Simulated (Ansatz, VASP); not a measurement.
**NaH in VASP and in Ansatz**

```
CELL_PARAMETERS angstrom
2.95512 0.00000 0.00000
0.00000 2.95512 0.00000
0.00000 0.00000 2.95512
ATOMIC_POSITIONS crystal
Na 0.96193 0.00000 0.00000
H 0.50000 0.50000 0.50000
```

Change from the starting cell: all Na atoms moved +0.113 Å, as atom 1 towards its neighbour atom 1 (Na) at 2.955 Å.

Alike in both runs: task single point; functional PBEsol; k mesh 10 × 10 × 10; occupations gaussian, width 0.05 eV; no spin polarisation.

|  | VASP | Ansatz |
| --- | --- | --- |
| version | VASP 6.6.1 | Ansatz 0.2.0 |
| potentials or method | VASP PAW PBE potentials, release 64 (Na_pv, H), cutoff 500 eV | scalar-relativistic, plane waves, PAW |
| valence electrons in the cell | 8 | 10 |

|  | VASP | Ansatz | Ansatz less VASP |
| --- | --- | --- | --- |
| gap on the k mesh at the Fermi level (eV) | 0.81 | 0.81 | +0.001 |
| least direct gap on the mesh (eV) | 4.30 | 4.31 | +0.004 |
| pressure (GPa) | -0.4 | -0.3 | +0.07 |
| rms of the force components (eV/Å) | 0.029 | 0.028 | -0.0006 |

VASP's potentials were made for PBE, not for PBEsol. Atom by atom the forces differ by 0.001 eV/Å (rms over components). VASP's potentials hold 8 valence electrons a cell and Ansatz's 10, so a difference there can come from the potentials and not from the codes.
